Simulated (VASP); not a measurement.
Input of a VASP 6.6.1 run:

Contents of INCAR:

```
SYSTEM = CeO2
  PREC = Accurate
  ENCUT = 600
  EDIFF = 1E-7
  ISMEAR = -1
  SIGMA = 0.02
  LREAL = .False.
  LASPH = .True.
  NELM = 200
  ALGO = Normal
  ISIF = 3
  LWAVE = .False.
  LCHARG = .False.
  GGA = PE
  IBRION = 2
  NSW = 80
  EDIFFG = -0.005
  GGA_COMPAT = .False.
  NELMIN = 4
  LMAXMIX = 6
```

KPOINTS

```
Automatic mesh
0
Gamma
  8 8 8
  0 0 0
```

POSCAR

```
CeO2
1.0
    0.0000000000      2.7337251739      2.7337251739
    2.7337251739      0.0000000000      2.7337251739
    2.7337251739      2.7337251739      0.0000000000
Ce O
1 2
Direct
    0.0000000000      0.0000000000      0.0000000000
    0.2500000000      0.2500000000      0.2500000000
    0.7500000000      0.7500000000      0.7500000000
```

Potentials or basis: VASP PAW PBE potentials, release 64 (Ce, O).

The run is started by

```sh
$ cat potpaw_PBE.64/Ce/POTCAR potpaw_PBE.64/O/POTCAR > POTCAR
$ mpirun -np 1 vasp_std > vasp.out
```

(1) Predict the space group after relaxing (to 0.1 Å).

(2) Estimate the band gap on the k mesh.

(3) Estimate the relaxed volume.

Answers

(1) Fm-3m (No. 225).

(2) 1.87 eV (least direct gap 1.97 eV).

(3) 13.59 Å³/atom.

Caveat: spin-orbit coupling is left out, which moves the levels of the heavy elements.
